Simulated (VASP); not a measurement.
# Fe (Im-3m) in VASP: notebook

Runs on Fe. Level: r2SCAN. Tasks: single point.

Everything below comes from runs of VASP 6.6.1. Logs are shortened: lines on timing, memory, paths and dates and some standing lists are left out, and cuts for length are marked.

**1. The cell of the first run**

Symmetry: Im-3m, No. 229, cubic system. The conventional cell has a = 2.895 Å, b = 2.895 Å, c = 2.895 Å, α = 90.00°, β = 90.00°, γ = 90.00°. Within 3.3 Å of Fe (site symmetry m-3m) lie 14 Fe at 2.51 to 2.89 Å.

**2. Single point, r2SCAN, collinear spin, ferromagnetic start (12.13 Å³/atom)**

POSCAR

```
Fe
1.0
   -1.4474429843      1.4474429843      1.4474429843
    1.4474429843     -1.4474429843      1.4474429843
    1.4474429843      1.4474429843     -1.4474429843
Fe
1
Direct
    0.0000000000      0.0000000000      0.0000000000
```

INCAR.step1

```
SYSTEM = Fe
PREC     = Accurate       ! precision mode
ENCUT    = 520            ! plane-wave cutoff, eV
ISMEAR   = 0              ! smearing method
SIGMA    = 0.1            ! smearing width, eV
LREAL    = .False.        ! projectors in reciprocal space
LASPH    = .True.         ! aspherical terms in the spheres
NELM     = 150            ! most SCF steps
ISPIN    = 2              ! spin polarisation
MAGMOM   = 3.09           ! initial moments
LMAXMIX  = 4              ! l up to which the mixer works
NBANDS   = 14             ! bands
GGA      = PE             ! functional
ALGO     = Normal         ! electronic algorithm
EDIFF    = 1E-4           ! SCF threshold, eV
LWAVE    = .True.         ! write WAVECAR
LCHARG   = .False.        ! write CHGCAR
```

INCAR.step2

```
SYSTEM = Fe
PREC     = Accurate       ! precision mode
ENCUT    = 520            ! plane-wave cutoff, eV
EDIFF    = 1E-7           ! SCF threshold, eV
ISMEAR   = 0              ! smearing method
SIGMA    = 0.1            ! smearing width, eV
LREAL    = .False.        ! projectors in reciprocal space
LASPH    = .True.         ! aspherical terms in the spheres
NELM     = 150            ! most SCF steps
ALGO     = Normal         ! electronic algorithm
ISIF     = 2              ! what is computed and relaxed
LWAVE    = .False.        ! write WAVECAR
LCHARG   = .False.        ! write CHGCAR
ISPIN    = 2              ! spin polarisation
MAGMOM   = 3.09           ! initial moments
LORBIT   = 11             ! projections on sites
LMAXMIX  = 4              ! l up to which the mixer works
METAGGA  = R2SCAN         ! meta-GGA
LMIXTAU  = .True.       
NBANDS   = 14             ! bands
ISTART   = 1
```

KPOINTS

```
Automatic mesh
0
Gamma
  20 20 20
  0 0 0
```

Potentials or basis: VASP PAW PBE potentials, release 64 (Fe).

Command:

```
$ cat potpaw_PBE.64/Fe/POTCAR > POTCAR
$ cp INCAR.step1 INCAR
$ mpirun -np 1 vasp_std > vasp.out
$ cp INCAR.step2 INCAR
$ mpirun -np 1 vasp_std > vasp.out
```

OUTCAR:

```text
SYSTEM = Fe
   PREC = Accurate
   ENCUT = 520
   EDIFF = 1E-7
   ISMEAR = 0
   LREAL = .False.
   LASPH = .True.
   NELM = 150
   ISIF = 2
   ISPIN = 2
   LORBIT = 11
   METAGGA = R2SCAN
   ISTART = 1

 ion  position               nearest neighbor table
   1  0.000  0.000  0.000-

  LATTYP: Found a body centered cubic cell.
 ALAT       =     2.8948859686

  Lattice vectors:

 A1 = (  -1.4474429843,   1.4474429843,   1.4474429843)
 A2 = (   1.4474429843,  -1.4474429843,   1.4474429843)
 A3 = (   1.4474429843,   1.4474429843,  -1.4474429843)

Analysis of symmetry for initial positions (statically):
=====================================================================
 Subroutine PRICEL returns:
 Original cell was already a primitive cell.

 Routine SETGRP: Setting up the symmetry group for a
 body centered cubic supercell.

 Subroutine GETGRP returns: Found 48 space group operations
 (whereof 48 operations were pure point group operations)
 out of a pool of 48 trial point group operations.

The static configuration has the point symmetry O_h .

Analysis of symmetry for dynamics (positions and initial velocities):
=====================================================================
 Subroutine PRICEL returns:
 Original cell was already a primitive cell.

 Routine SETGRP: Setting up the symmetry group for a
 body centered cubic supercell.

 Subroutine GETGRP returns: Found 48 space group operations
 (whereof 48 operations were pure point group operations)
 out of a pool of 48 trial point group operations.

The dynamic configuration has the point symmetry O_h .

Analysis of structural, dynamic, and magnetic symmetry:
=====================================================================
 Subroutine PRICEL returns:
 Original cell was already a primitive cell.

 Routine SETGRP: Setting up the symmetry group for a
 body centered cubic supercell.

 Subroutine GETGRP returns: Found 48 space group operations
 (whereof 48 operations were pure point group operations)
 out of a pool of 48 trial point group operations.

The overall configuration has the point symmetry O_h .

 Subroutine INISYM returns: Found 48 space group operations
 (whereof 48 operations are pure point group operations),
 and found     1 'primitive' translations

----------------------------------------------------------------------------------------

                                     Primitive cell

  volume of cell :      12.1301

  direct lattice vectors                    reciprocal lattice vectors
    -1.447442984  1.447442984  1.447442984     0.000000000  0.345436750  0.345436750
     1.447442984 -1.447442984  1.447442984     0.345436750  0.000000000  0.345436750
     1.447442984  1.447442984 -1.447442984     0.345436750  0.345436750  0.000000000

  length of vectors
     2.507044790  2.507044790  2.507044790     0.488521336  0.488521336  0.488521336
[... 118 lines left out ...]

 Free energy of the ion-electron system (eV)
  ---------------------------------------------------
  ext. energy  EPLUGINS =         0.00000000
  ---------------------------------------------------
  free energy    TOTEN  =       -14.35454971 eV

  energy without entropy =      -14.35086985  energy(sigma->0) =      -14.35270978

 E-fermi :   5.2523     XC(G=0): -13.8342

 val. band max:        5.2494502894   @ k =   0.1000   0.0500   0.0500
 cond. band min:       5.2640885536   @ k =  -0.2000   0.2500   0.1000
 fundamental gap:      0.0146382642
 Fermi energy:         5.2522896671

 spin component 1

 k-point     1 :       0.0000    0.0000    0.0000
  band No.  band energies     occupation
      1      -3.1232      1.00000
      2       2.1609      1.00000
      3       2.1609      1.00000
      4       2.1609      1.00000
      5       3.2955      1.00000
      6       3.2955      1.00000
      7      30.5303      0.00000
      8      30.5303      0.00000
      9      30.5303      0.00000
     10      35.1761      0.00000
     11      35.1761      0.00000
     12      36.6899      0.00000
     13      36.6899      0.00000
     14      36.6899      0.00000
[... 379 lines left out ...]
      3       2.1241      1.00000
      4       3.1312      1.00000
      5       3.4640      1.00000
      6       4.0688      1.00000
      7      18.4458      0.00000
      8      23.1198      0.00000
      9      26.4178      0.00000
     10      30.0771      0.00000
     11      34.2484      0.00000
     12      35.9000      0.00000
     13      41.6325      0.00000
     14      43.4720      0.00000

 [... further k-points ...]

 spin component 2

 k-point     1 :       0.0000    0.0000    0.0000
  band No.  band energies     occupation
      1      -3.7693      1.00000
      2       5.6003      0.00000
      3       5.6003      0.00000
      4       5.6003      0.00000
      5       7.7555      0.00000
      6       7.7555      0.00000
      7      30.1542      0.00000
      8      30.1542      0.00000
      9      30.1542      0.00000
     10      35.7616      0.00000
     11      35.7616      0.00000
     12      38.4269      0.00000
     13      38.4269      0.00000
     14      38.4271      0.00000
[... 379 lines left out ...]
      3       4.7797      1.00000
      4       7.3117      0.00000
      5       7.5922      0.00000
      6       7.9900      0.00000
      7      19.5597      0.00000
      8      23.7609      0.00000
      9      27.6601      0.00000
     10      30.6023      0.00000
     11      35.5255      0.00000
     12      36.9132      0.00000
     13      42.6966      0.00000
     14      44.9926      0.00000

 [... further k-points ...]
[... 5 lines left out ...]
  --------------------------------------------------------------------------------------
  -------------------------------------------------------------------------------------
  Total       -0.4379021     -0.4379021     -0.4379021      0.0000000      0.0000000     -0.0000000
  in kB      -57.8393304    -57.8393304    -57.8393304      0.0000000      0.0000000     -0.0000000
  external PRESSURE =     -57.8393304 kB  Pullay stress =       0.0000000 kB

 VOLUME and BASIS-vectors are now :
 -----------------------------------------------------------------------------
  energy-cutoff  :      520.00
  volume of cell :       12.13
      direct lattice vectors                 reciprocal lattice vectors
    -1.447442984  1.447442984  1.447442984     0.000000000  0.345436750  0.345436750
     1.447442984 -1.447442984  1.447442984     0.345436750  0.000000000  0.345436750
     1.447442984  1.447442984 -1.447442984     0.345436750  0.345436750  0.000000000

 POSITION                                       TOTAL-FORCE (eV/Angst)
 -----------------------------------------------------------------------------------
      0.00000      0.00000      0.00000        -0.000000      0.000000      0.000000
 -----------------------------------------------------------------------------------
    total drift:                                0.000000     -0.000000      0.000000

  FREE ENERGIE OF THE ION-ELECTRON SYSTEM (eV)
  ---------------------------------------------------
  free  energy   TOTEN  =       -14.3545497141 eV

  energy  without entropy=      -14.3508698545  energy(sigma->0) =      -14.35270978

 total charge

# of ion       s       p       d       tot
------------------------------------------
    1        0.466   0.525   6.149   7.140

 magnetization (x)

# of ion       s       p       d       tot
------------------------------------------
    1       -0.012  -0.117   2.871   2.741
```

OSZICAR.step1:

```text
N       E                     dE             d eps       ncg     rms          rms(c)
DAV:   1     0.225182724960E+02    0.22518E+02   -0.37755E+03 15584   0.680E+02
DAV:   2    -0.813760756687E+01   -0.30656E+02   -0.28005E+02 15530   0.128E+02
DAV:   3    -0.910336960766E+01   -0.96576E+00   -0.95753E+00 17314   0.236E+01
DAV:   4    -0.910671293800E+01   -0.33433E-02   -0.33430E-02 16556   0.126E+00
DAV:   5    -0.910672996673E+01   -0.17029E-04   -0.17028E-04 17176   0.928E-02    0.108E+01
DAV:   6    -0.832088102510E+01    0.78585E+00   -0.11154E+01 17924   0.377E+01    0.631E+00
DAV:   7    -0.822956057080E+01    0.91320E-01   -0.87085E-01 17756   0.101E+01    0.340E+00
DAV:   8    -0.822419732263E+01    0.53632E-02   -0.96281E-03 17066   0.558E-01    0.136E+00
DAV:   9    -0.821778692081E+01    0.64104E-02   -0.87914E-03 19426   0.462E-01    0.330E-01
DAV:  10    -0.821781579395E+01   -0.28873E-04   -0.10248E-03 17036   0.324E-01    0.102E-01
DAV:  11    -0.821786437788E+01   -0.48584E-04   -0.30522E-04 10586   0.130E-01
   1 F= -.82178644E+01 E0= -.82152974E+01  d E =-.513392E-02  mag=     2.2995
```

It took 10 min on 1 thread of Intel Xeon 8259CL, shared host; peak memory 0.19 GiB.

Results:

```
Free energy                                           : -14.3545 eV
Pressure                                              : -5.8 GPa
Net moment                                            : 2.66 μB per cell
Site moments                                          : Fe +2.74 μB
Valence electrons inside the program's atomic spheres : Fe 7.14
```

Caveat: the cell stands under tension; the PAW data sets were made with another functional, which shifts forces and pressure a little.

**3. Single point, r2SCAN, collinear spin, ferromagnetic start (12.48 Å³/atom)**

This run uses another cell than the first one, of 12.48 Å³/atom.

POSCAR

```
Fe
1.0
   -1.4613615591      1.4613615591      1.4613615591
    1.4613615591     -1.4613615591      1.4613615591
    1.4613615591      1.4613615591     -1.4613615591
Fe
1
Direct
    0.0000000000      0.0000000000      0.0000000000
```

INCAR.step1

```
  ALGO = Normal
  EDIFF = 1E-4
  ENCUT = 520
  GGA = PE
  ISMEAR = 0
  ISPIN = 2
  LASPH = True
  LCHARG = False
  LMAXMIX = 4
  LREAL = False
  LWAVE = True
  MAGMOM = 3.09
  NBANDS = 14
  NELM = 150
  PREC = Accurate
  SIGMA = 0.1
```

INCAR.step2

```
  ALGO = Normal
  EDIFF = 1E-7
  ENCUT = 520
  ISIF = 2
  ISMEAR = 0
  ISPIN = 2
  ISTART = 1
  LASPH = True
  LCHARG = True
  LELF = True
  LMAXMIX = 4
  LMIXTAU = True
  LORBIT = 11
  LREAL = False
  LVHAR = True
  LWAVE = False
  MAGMOM = 3.09
  METAGGA = R2SCAN
  NBANDS = 14
  NELM = 150
  PREC = Accurate
  SIGMA = 0.1
```

KPOINTS

```
k-points
0
Gamma
  20 20 20
```

Potentials or basis: VASP PAW PBE potentials, release 64 (Fe).

Command:

```
$ cat potpaw_PBE.64/Fe/POTCAR > POTCAR
$ cp INCAR.step1 INCAR
$ mpirun -np 1 vasp_std > vasp.out
$ cp INCAR.step2 INCAR
$ mpirun -np 1 vasp_std > vasp.out
```

It took 10 min on 1 thread of Intel Xeon 8259CL, shared host; peak memory 0.19 GiB.

It converged, with:

```
Free energy                                           : -14.3372 eV
Pressure                                              : -9.8 GPa
Net moment                                            : 2.69 μB per cell
Site moments                                          : Fe +2.78 μB
Valence electrons inside the program's atomic spheres : Fe 7.09
```

Levels at points of the mesh, in eV from the Fermi level:
Spin up:
```tsv
k point	band 1	band 2	band 3	band 4	band 5	band 6	band 7	band 8	band 9	band 10
(0.00, 0.00, 0.00)	-8.26	-3.12	-3.12	-3.12	-2.04	-2.04	24.93	24.93	24.93	29.41
(0.50, 0.00, 0.00)	-5.21	-4.02	-2.01	-1.91	-0.82	0.48	6.24	18.16	19.19	22.42
(0.50, 0.50, 0.50)	-5.14	-5.14	-1.05	-1.05	-1.05	9.42	9.42	9.42	14.79	14.79
```
Spin down:
```tsv
k point	band 1	band 2	band 3	band 4	band 5	band 6	band 7	band 8
(0.00, 0.00, 0.00)	-8.91	0.36	0.36	0.36	2.45	2.45	24.56	24.56
(0.50, 0.00, 0.00)	-3.31	-0.95	-0.13	2.28	2.72	3.18	8.53	18.12
(0.50, 0.50, 0.50)	-2.42	-2.42	2.89	2.90	2.90	9.75	9.75	9.75
```

Caveat: the cell stands under tension; the PAW data sets were made with another functional, which shifts forces and pressure a little.
